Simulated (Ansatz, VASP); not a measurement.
# Two plane-wave programs on PbS

```
Pb S
1.0
     2.05986    1.18926    3.36108
    -2.05986    1.18926    3.36108
     0.00000   -2.37852    3.36108
Pb S
1 1
Direct
  0.98393 0.98393 0.98393
  0.47167 0.47167 0.47167
```

Alike in both runs: functional PBEsol; dispersion D3(BJ); k mesh 4 × 4 × 4; no spin polarisation.

Ansatz relaxed the structure, and its values are those at the end. VASP's run is a single point on that final structure, the one shown.

|  | VASP | Ansatz |
| --- | --- | --- |
| version | VASP 6.6.1 | Ansatz 0.2.0 |
| potentials or method | VASP PAW PBE potentials, release 64 (Pb_d, S), cutoff 500 eV | plane waves, PAW |
| occupations | gaussian, width 0.01 eV | fixed |
| valence electrons in the cell | 20 | 20 |

```csv
,VASP,Ansatz,Ansatz less VASP
gap on the k mesh at the Fermi level (eV),0.21,0.21,-0.002
pressure (GPa),0.0,0.0,+0.02
```

VASP's potentials were made for PBE, not for PBEsol. Ansatz's warnings: relaxed geometry near dispersion switch.

The k mesh is coarse, so the values compare programs but aren't converged. Neither program's run includes spin-orbit coupling.
